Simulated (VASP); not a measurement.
# SiB5C (C2/m) in VASP: further runs, part 2 of 2

VASP 6.6.1. The steps go on from the part before.

## Step 3: Single point, PBE

This run uses another cell than the first one, of the same volume but with other edges.

The input, INCAR:

```
SYSTEM = SiB5C
ALGO = Normal ; EDIFF = 1E-6
ENCUT = 520 ; GGA = PE
ISIF = 2 ; ISMEAR = 0
LASPH = .True. ; LCHARG = .False.
LREAL = .False. ; LWAVE = .False.
NBANDS = 36 ; NELM = 80
PREC = Accurate ; SIGMA = 0.2
```

The input, KPOINTS:

```
k-points
0
Gamma
  4 4 4
  0 0 0
```

The input, POSCAR:

```
SiB5C
1.0
    4.3252464972     -3.0974066861      0.1553995159
    4.3252464972      3.0974066861      0.1553995159
   -2.0918579067      0.0000000000      4.5507519246
Si B C
2 10 2
Direct
    0.4035374611      0.4035374611      0.6031535427
    0.5964625389      0.5964625389      0.3968464573
    0.0168459952      0.3244205325      0.9859819841
    0.3244205325      0.0168459952      0.9859819841
    0.1808316459      0.1808316459      0.2885540189
    0.1773519847      0.7292382372      0.8114543606
    0.7292382372      0.1773519847      0.8114543606
    0.6755794675      0.9831540048      0.0140180159
    0.9831540048      0.6755794675      0.0140180159
    0.8191683541      0.8191683541      0.7114459811
    0.2707617628      0.8226480153      0.1885456394
    0.8226480153      0.2707617628      0.1885456394
    0.0083327131      0.0083327131      0.6674489592
    0.9916672869      0.9916672869      0.3325510408
```

Potentials or basis: VASP PAW PBE potentials, release 64 (Si, B, C).

Launch:

```console
cat potpaw_PBE.64/Si/POTCAR potpaw_PBE.64/B/POTCAR potpaw_PBE.64/C/POTCAR > POTCAR
mpirun -np 1 vasp_std > vasp.out
```

OUTCAR:

```text
SYSTEM = SiB5C
   EDIFF = 1E-6
   ENCUT = 520
   GGA = PE
   ISIF = 2
   ISMEAR = 0
   LASPH = .True.
   LREAL = .False.
   NELM = 80
   PREC = Accurate

 ion  position               nearest neighbor table
   1  0.404  0.404  0.603-   6 1.96   7 1.96   5 1.97   2 2.28
   2  0.596  0.596  0.397-  11 1.96  12 1.96  10 1.97   1 2.28
   3  0.017  0.324  0.986-   5 1.76   9 1.78  12 1.79   7 1.80   4 1.91  13 1.92
   4  0.324  0.017  0.986-   5 1.76   8 1.78  11 1.79   6 1.80   3 1.91  13 1.92
   5  0.181  0.181  0.289-  14 1.73  12 1.75  11 1.75   4 1.76   3 1.76   1 1.97
   6  0.177  0.729  0.811-  13 1.71  11 1.75  10 1.75   9 1.79   4 1.80   1 1.96
   7  0.729  0.177  0.811-  13 1.71  12 1.75  10 1.75   8 1.79   3 1.80   1 1.96
   8  0.676  0.983  0.014-  10 1.76   4 1.78   7 1.79  12 1.80   9 1.91  14 1.92
   9  0.983  0.676  0.014-  10 1.76   3 1.78   6 1.79  11 1.80   8 1.91  14 1.92
  10  0.819  0.819  0.711-  13 1.73   7 1.75   6 1.75   9 1.76   8 1.76   2 1.97
  11  0.271  0.823  0.189-  14 1.71   6 1.75   5 1.75   4 1.79   9 1.80   2 1.96
  12  0.823  0.271  0.189-  14 1.71   7 1.75   5 1.75   3 1.79   8 1.80   2 1.96
  13  0.008  0.008  0.667-  14 1.63   7 1.71   6 1.71  10 1.73   3 1.92   4 1.92
[... 1134 lines left out ...]
  Direction    XX          YY          ZZ          XY          YZ          ZX
  --------------------------------------------------------------------------------------
  -------------------------------------------------------------------------------------
  Total        0.0752918      0.2110269     -0.0152909      0.0000000      0.0000000      0.0564951
  in kB        0.9732444      2.7277978     -0.1976543      0.0000000      0.0000000      0.7302731
  external PRESSURE =       1.1677960 kB  Pullay stress =       0.0000000 kB

 VOLUME and BASIS-vectors are now :
 -----------------------------------------------------------------------------
  energy-cutoff  :      520.00
  volume of cell :      123.95
      direct lattice vectors                 reciprocal lattice vectors
     4.325246497 -3.097406686  0.155399516     0.113722186 -0.161425363  0.052275021
     4.325246497  3.097406686  0.155399516     0.113722186  0.161425363  0.052275021
    -2.091857907  0.000000000  4.550751925    -0.007766792  0.000000000  0.216173720

 POSITION                                       TOTAL-FORCE (eV/Angst)
 -----------------------------------------------------------------------------------
      2.22909      0.00000      2.87022         0.009228     -0.000000     -0.001347
      4.32955      0.00000      1.99133        -0.009228     -0.000000      0.001347
     -0.58647      0.95268      4.53999         0.009366      0.001611     -0.003585
     -0.58647     -0.95268      4.53999         0.009366     -0.001611     -0.003585
      0.96067      0.00000      1.36934         0.007082     -0.000000      0.015250
      2.22378      1.70942      3.83361        -0.003983     -0.018175     -0.018590
      2.22378     -1.70942      3.83361        -0.003983      0.018175     -0.018590
      7.14511      0.95268      0.32156        -0.009366      0.001611      0.003585
      7.14511     -0.95268      0.32156        -0.009366     -0.001611      0.003585
      5.59797      0.00000      3.49221        -0.007082     -0.000000     -0.015250
      4.33486      1.70942      1.02794         0.003983     -0.018175      0.018590
      4.33486     -1.70942      1.02794         0.003983      0.018175      0.018590
     -1.32413      0.00000      3.03998         0.007280     -0.000000      0.003805
      7.88276      0.00000      1.82157        -0.007280     -0.000000     -0.003805
 -----------------------------------------------------------------------------------
    total drift:                                0.000000      0.000000      0.000000

  FREE ENERGIE OF THE ION-ELECTRON SYSTEM (eV)
  ---------------------------------------------------
  free  energy   TOTEN  =       -94.0016058625 eV

  energy  without entropy=      -94.0016058526  energy(sigma->0) =      -94.00160586
```

OSZICAR:

```text
N       E                     dE             d eps       ncg     rms          rms(c)
DAV:   1     0.108666118049E+03    0.10867E+03   -0.21003E+04  1728   0.116E+03
DAV:   2    -0.894444921905E+02   -0.19811E+03   -0.18610E+03  2192   0.218E+02
DAV:   3    -0.987214225353E+02   -0.92769E+01   -0.91758E+01  2296   0.433E+01
DAV:   4    -0.988483910544E+02   -0.12697E+00   -0.12672E+00  2296   0.535E+00
DAV:   5    -0.988508426644E+02   -0.24516E-02   -0.24505E-02  2264   0.713E-01    0.132E+01
DAV:   6    -0.948078092419E+02    0.40430E+01   -0.56647E+00  2016   0.111E+01    0.753E+00
DAV:   7    -0.940451175370E+02    0.76269E+00   -0.23544E+00  2192   0.652E+00    0.261E+00
DAV:   8    -0.939998563271E+02    0.45261E-01   -0.28079E-01  2204   0.249E+00    0.587E-01
DAV:   9    -0.940006737367E+02   -0.81741E-03   -0.29489E-02  2120   0.855E-01    0.218E-01
DAV:  10    -0.940014634278E+02   -0.78969E-03   -0.45316E-03  2156   0.317E-01    0.691E-02
DAV:  11    -0.940015433528E+02   -0.79925E-04   -0.27285E-04  2272   0.961E-02    0.295E-02
DAV:  12    -0.940015930543E+02   -0.49701E-04   -0.13452E-04  2108   0.548E-02    0.133E-02
DAV:  13    -0.940016042507E+02   -0.11196E-04   -0.15057E-05  2076   0.188E-02    0.561E-03
DAV:  14    -0.940016056867E+02   -0.14360E-05   -0.16974E-06  1744   0.660E-03    0.100E-03
DAV:  15    -0.940016058625E+02   -0.17575E-06   -0.17917E-07  1156   0.212E-03
   1 F= -.94001606E+02 E0= -.94001606E+02  d E =-.982431E-08
```

stdout:

```text
POSCAR found type information on POSCAR SiB C
 POSCAR found :  3 types and      14 ions
 scaLAPACK will be used
 LDA part: xc-table for (Slater+PW92), standard interpolation
 POSCAR, INCAR and KPOINTS ok, starting setup
 FFT: planning ... GRIDC
 FFT: planning ... GRID_SOFT
 FFT: planning ... GRID
 WAVECAR not read
 entering main loop
```

Wall time 1.9 min (1 thread of Intel Xeon Platinum 8375C at 2.90GHz (Ice Lake), shared host); peak memory 0.29 GiB.

Results:

```
Free energy            : -94.0016 eV
Pressure               : 0.1 GPa
Largest force          : 0.026 eV/Å
Band gap on the k mesh : 1.47 eV, indirect (least direct gap 1.85 eV)
```

Forces on the atoms (eV/Å):
```
Si   0.009  0.000 -0.001
Si  -0.009  0.000  0.001
B    0.009  0.002 -0.004
B    0.009 -0.002 -0.004
B    0.007  0.000  0.015
B   -0.004 -0.018 -0.019
B   -0.004  0.018 -0.019
B   -0.009  0.002  0.004
B   -0.009 -0.002  0.004
B   -0.007  0.000 -0.015
B    0.004 -0.018  0.019
B    0.004  0.018  0.019
C    0.007  0.000  0.004
C   -0.007  0.000 -0.004
```

Stress tensor (GPa, compression positive):
```
 0.10  0.00  0.07
 0.00  0.27  0.00
 0.07  0.00 -0.02
```

## Step 4: Single point, PBE

The input, INCAR:

```
SYSTEM = SiB5C
PREC     = Accurate       ! precision mode
ENCUT    = 520            ! plane-wave cutoff, eV
EDIFF    = 1E-6           ! SCF threshold, eV
ISMEAR   = 0              ! smearing method
SIGMA    = 0.1            ! smearing width, eV
LREAL    = .FALSE.        ! projectors in reciprocal space
LASPH    = .TRUE.         ! aspherical terms in the spheres
NELM     = 80             ! most SCF steps
ALGO     = Normal         ! electronic algorithm
ISIF     = 2              ! what is computed and relaxed
LWAVE    = .FALSE.        ! write WAVECAR
LCHARG   = .FALSE.        ! write CHGCAR
GGA      = PE             ! functional
NBANDS   = 36             ! bands
```

The input, KPOINTS:

```
regular mesh
0
G
  4 4 4
  0 0 0
```

The input, POSCAR:

```
SiB5C
1.0
   -4.2771253744      3.0548960204      0.0005268659
   -4.2771253744     -3.0548960204      0.0005268659
   -2.2961311790      0.0000000000      4.7445710773
Si B C
2 10 2
Direct
    0.6028672589      0.6028672589      0.5885562427
    0.3971327411      0.3971327411      0.4114437573
    0.9855857667      0.6769208712      0.9841262524
    0.6769208712      0.9855857667      0.9841262524
    0.9864724939      0.9864724939      0.6754199365
    0.8262161932      0.2830806740      0.8143016312
    0.2830806740      0.8262161932      0.8143016312
    0.3230791288      0.0144142333      0.0158737476
    0.0144142333      0.3230791288      0.0158737476
    0.0135275061      0.0135275061      0.3245800635
    0.7169193260      0.1737838068      0.1856983688
    0.1737838068      0.7169193260      0.1856983688
    0.8223774438      0.8223774438      0.2675011993
    0.1776225562      0.1776225562      0.7324988007
```

Potentials or basis: VASP PAW PBE potentials, release 64 (Si, B, C).

Launch:

```console
cat potpaw_PBE.64/Si/POTCAR potpaw_PBE.64/B/POTCAR potpaw_PBE.64/C/POTCAR > POTCAR
mpirun -np 1 vasp_std > vasp.out
```

OUTCAR:

```text
SYSTEM = SiB5C
   PREC = Accurate
   ENCUT = 520
   EDIFF = 1E-6
   ISMEAR = 0
   LREAL = .FALSE.
   LASPH = .TRUE.
   NELM = 80
   ISIF = 2
   GGA = PE

 ion  position               nearest neighbor table
   1  0.603  0.603  0.589-  13 1.90   7 1.98   6 1.98   2 2.32
   2  0.397  0.397  0.411-  14 1.90  12 1.98  11 1.98   1 2.32
   3  0.986  0.677  0.984-  13 1.74   9 1.77   7 1.78  12 1.79   5 1.85   4 1.89
   4  0.677  0.986  0.984-  13 1.74   8 1.77   6 1.78  11 1.79   5 1.85   3 1.89
   5  0.986  0.986  0.675-  10 1.76  14 1.79   6 1.79   7 1.79   3 1.85   4 1.85
   6  0.826  0.283  0.814-  14 1.69  11 1.76   4 1.78   9 1.79   5 1.79   1 1.98
   7  0.283  0.826  0.814-  14 1.69  12 1.76   3 1.78   8 1.79   5 1.79   1 1.98
   8  0.323  0.014  0.016-  14 1.74   4 1.77  12 1.78   7 1.79  10 1.85   9 1.89
   9  0.014  0.323  0.016-  14 1.74   3 1.77  11 1.78   6 1.79  10 1.85   8 1.89
  10  0.014  0.014  0.325-   5 1.76  13 1.79  12 1.79  11 1.79   9 1.85   8 1.85
  11  0.717  0.174  0.186-  13 1.69   6 1.76   9 1.78   4 1.79  10 1.79   2 1.98
  12  0.174  0.717  0.186-  13 1.69   7 1.76   8 1.78   3 1.79  10 1.79   2 1.98
  13  0.822  0.822  0.268-  11 1.69  12 1.69   3 1.74   4 1.74  10 1.79   1 1.90
  14  0.178  0.178  0.732-   6 1.69   7 1.69   8 1.74   9 1.74   5 1.79   2 1.90

  LATTYP: Found a base centered monoclinic cell.
 ALAT       =     8.5542508137
 B/A-ratio  =     0.7142404605
 C/A-ratio  =     0.6161819079
 COS(beta)  =    -0.4357288335

  Lattice vectors:

 A1 = (   4.2771253744,  -3.0548960204,  -0.0005268659)
 A2 = (   4.2771253744,   3.0548960204,  -0.0005268659)
 A3 = (  -2.2961311790,   0.0000000000,   4.7445710773)

Analysis of symmetry for initial positions (statically):
=====================================================================
 Subroutine PRICEL returns:
 Original cell was already a primitive cell.

 Routine SETGRP: Setting up the symmetry group for a
 base centered monoclinic supercell.

 Subroutine GETGRP returns: Found  4 space group operations
 (whereof  4 operations were pure point group operations)
 out of a pool of  4 trial point group operations.

The static configuration has the point symmetry C_2h.

Analysis of symmetry for dynamics (positions and initial velocities):
=====================================================================
 Subroutine PRICEL returns:
 Original cell was already a primitive cell.

 Routine SETGRP: Setting up the symmetry group for a
 base centered monoclinic supercell.

 Subroutine GETGRP returns: Found  4 space group operations
 (whereof  4 operations were pure point group operations)
 out of a pool of  4 trial point group operations.

The dynamic configuration has the point symmetry C_2h.

 Subroutine INISYM returns: Found  4 space group operations
 (whereof  4 operations are pure point group operations),
 and found     1 'primitive' translations

----------------------------------------------------------------------------------------

                                     Primitive cell

  volume of cell :     123.9794

  direct lattice vectors                    reciprocal lattice vectors
    -4.277125374  3.054896020  0.000526866    -0.116907915  0.163671692 -0.056577487
    -4.277125374 -3.054896020  0.000526866    -0.116907915 -0.163671692 -0.056577487
[... 97 lines left out ...]
   NGXF,Y,Z  is equivalent  to a cutoff of  25.30, 25.30, 25.23 a.u.
 SYSTEM =  SiB5C
   PREC   = accura    normal or accurate (medium, high low for compatibility)
   ISTART =      0    job   : 0-new  1-cont  2-samecut
   ICHARG =      2    charge: 1-file 2-atom 10-const
   ISPIN  =      1    spin polarized calculation?
   LNONCOLLINEAR =      F non collinear calculations
   LSORBIT =      F    spin-orbit coupling
   LASPH  =      T    aspherical Exc in radial PAW
   ENCUT  =  520.0 eV  38.22 Ry    6.18 a.u.   9.77  9.77  9.80*2*pi/ulx,y,z
   NELM   =     80;   NELMIN=  2; NELMDL= -5     # of ELM steps
   EDIFF  = 0.1E-05   stopping-criterion for ELM
   LREAL  =      F    real-space projection
   EDIFFG = 0.1E-04   stopping-criterion for IOM
   NSW    =      0    number of steps for IOM
   IBRION =     -1    ionic relax: 0-MD 1-quasi-New 2-CG
   NFREE  =      0    steps in history (QN), initial steepest desc. (CG)
   ISIF   =      2    stress and relaxation
   ISYM   =      2    0-nonsym 1-usesym 2-fastsym
   POTIM  = 0.5000    time-step for ionic-motion
   TEBEG  =    0.0;   TEEND  =   0.0 temperature during run
   PSTRESS=    0.0 pullay stress
   NELECT =      46.0000    total number of electrons
   NUPDOWN=      -1.0000    fix difference up-down
   EMIN   =  10.00;   EMAX   =-10.00  energy-range for DOS
   EFERMI =   0.00;   METHOD = LEGACY
   ISMEAR =     0;   SIGMA  =   0.10  broadening in eV -4-tet -1-fermi 0-gaus
   EFERMI_NEDOS =   21; number of points for ismear=-14 and -15
   IALGO  =     38    algorithm
   IMIX   =      4    mixing-type and parameters
     AMIX     =   0.40;   BMIX     =  1.00
     AMIX_MAG =   1.60;   BMIX_MAG =  1.00
  volume/ion in A,a.u.               =       8.86        59.76
  Fermi-wavevector in a.u.,A,eV,Ry     =   1.176371  2.223019 18.828403  1.383849
  Thomas-Fermi vector in A             =   2.312736
   LORBIT       =      0    0 simple, 1 ext, 2 COOP (PROOUT), +10 PAW based schemes
   GGA     = PE    functional components
   LHFCALC =     F    Hartree Fock is set to
   AEXX    =    0.0000 exact exchange contribution
   IVDW    =     0    specifies the selected vdW correction
   LEPSILON=     F    determine dielectric tensor
   LRPA    =     F    only Hartree local field effects (RPA)
 non-spin polarized calculation
 Gauss-broadening in eV      SIGMA  =   0.10
  energy-cutoff  :      520.00
  volume of cell :      123.98
 maximum number of plane-waves:      3358
   NGX = 19   NGY = 19   NGZ = 19

 number of electron      46.0000002 magnetization

 Free energy of the ion-electron system (eV)
  ---------------------------------------------------
  ext. energy  EPLUGINS =         0.00000000
  ---------------------------------------------------
  free energy    TOTEN  =       -96.10735696 eV

  energy without entropy =      -96.10735696  energy(sigma->0) =      -96.10735696

 E-fermi :   5.8365     XC(G=0): -11.0281

 val. band max:        5.3520224413   @ k =   0.2500   0.2500  -0.0000
 cond. band min:       7.8589576835   @ k =   0.0000   0.0000   0.5000
 fundamental gap:      2.5069352422
 Fermi energy:         5.8364721805

 k-point     1 :       0.0000    0.0000    0.0000
  band No.  band energies     occupation
      1     -11.1720      2.00000
      2      -8.3730      2.00000
      3      -5.4583      2.00000
      4      -5.1064      2.00000
      5      -4.3257      2.00000
      6      -3.3182      2.00000
[... 901 lines left out ...]
     34      12.2405      0.00000
     35      12.3304      0.00000
 [bands above 35 left out]

------------------------ aborting loop because EDIFF is reached ----------------------------------------

  FORCE on cell =-STRESS in cart. coord.  units (eV):
  Direction    XX          YY          ZZ          XY          YZ          ZX
  --------------------------------------------------------------------------------------
  -------------------------------------------------------------------------------------
  Total        0.0115015      0.0181072     -0.0045909      0.0000000      0.0000000     -0.0258690
  in kB        0.1486326      0.2339982     -0.0593283      0.0000000      0.0000000     -0.3343032
  external PRESSURE =       0.1077675 kB  Pullay stress =       0.0000000 kB

 VOLUME and BASIS-vectors are now :
 -----------------------------------------------------------------------------
  energy-cutoff  :      520.00
  volume of cell :      123.98
      direct lattice vectors                 reciprocal lattice vectors
    -4.277125374  3.054896020  0.000526866    -0.116907915  0.163671692 -0.056577487
    -4.277125374 -3.054896020  0.000526866    -0.116907915 -0.163671692 -0.056577487
    -2.296131179  0.000000000  4.744571077     0.000025964  0.000000000  0.210779774

 POSITION                                       TOTAL-FORCE (eV/Angst)
 -----------------------------------------------------------------------------------
     -6.50848      0.00000      2.79308         0.000407      0.000000     -0.006605
     -4.34190      0.00000      1.95254        -0.000407      0.000000      0.006605
     -9.37043      0.94294      4.67013         0.012188      0.003513     -0.001139
     -9.37043     -0.94294      4.67013         0.012188     -0.003513     -0.001139
     -9.98939      0.00000      3.20562         0.002138      0.000000     -0.007466
     -6.61435      1.65922      3.86410         0.000289     -0.015590     -0.008372
     -6.61435     -1.65922      3.86410         0.000289      0.015590     -0.008372
     -1.47995      0.94294      0.07549        -0.012188      0.003513      0.001139
     -1.47995     -0.94294      0.07549        -0.012188     -0.003513      0.001139
     -0.86100      0.00000      1.54001        -0.002138      0.000000      0.007466
     -4.23604      1.65922      0.88153        -0.000289     -0.015590      0.008372
     -4.23604     -1.65922      0.88153        -0.000289      0.015590      0.008372
     -7.64904      0.00000      1.27005         0.008808      0.000000      0.018047
     -3.20134      0.00000      3.47558        -0.008808      0.000000     -0.018047
 -----------------------------------------------------------------------------------
    total drift:                               -0.000000     -0.000000      0.000000

  FREE ENERGIE OF THE ION-ELECTRON SYSTEM (eV)
  ---------------------------------------------------
  free  energy   TOTEN  =       -96.1073569580 eV

  energy  without entropy=      -96.1073569580  energy(sigma->0) =      -96.10735696
```

Wall time 1.7 min (1 thread of Intel Xeon Platinum 8375C at 2.90GHz (Ice Lake), shared host); peak memory 0.29 GiB.

What came out:

| Item | Value |
| --- | --- |
| Free energy | -96.1074 eV |
| Pressure | 0.0 GPa |
| Largest force | 0.020 eV/Å |
| Band gap on the k mesh | 2.51 eV, indirect (least direct gap 2.70 eV) |

Forces on the atoms (eV/Å):
```
Si   0.000  0.000 -0.007
Si   0.000  0.000  0.007
B    0.012  0.004 -0.001
B    0.012 -0.004 -0.001
B    0.002  0.000 -0.007
B    0.000 -0.016 -0.008
B    0.000  0.016 -0.008
B   -0.012  0.004  0.001
B   -0.012 -0.004  0.001
B   -0.002  0.000  0.007
B    0.000 -0.016  0.008
B    0.000  0.016  0.008
C    0.009  0.000  0.018
C   -0.009  0.000 -0.018
```

A k mesh can miss the band edges.

## Step 5: Summary

| cell | smearing | gap on the mesh (eV) | pressure (GPa) | largest force (eV/Å) |
| --- | --- | --- | --- | --- |
| a = 5.257, b = 5.257, c = 5.271 Å, angles 110.8, 110.8, 71.1°, 14 atoms | gaussian 0.2 eV | 2.51 | -0.1 | 0.03 |
| a = 5.322, b = 5.322, c = 5.009 Å, angles 108.2, 108.2, 71.2°, 14 atoms | gaussian 0.2 eV | 1.47 | 0.1 | 0.03 |
| a = 5.256, b = 5.256, c = 5.271 Å, angles 69.2, 69.2, 71.1°, 14 atoms | gaussian 0.1 eV | 2.51 | 0.0 | 0.02 |

Alike in all rows: task single point; level PBE; potentials or basis VASP PAW PBE potentials, release 64 (Si, B, C); no spin polarisation; k mesh 4 × 4 × 4; cutoff (eV) 520.

Total energies depend on the potentials used, so only differences within one code and one set of settings carry meaning.
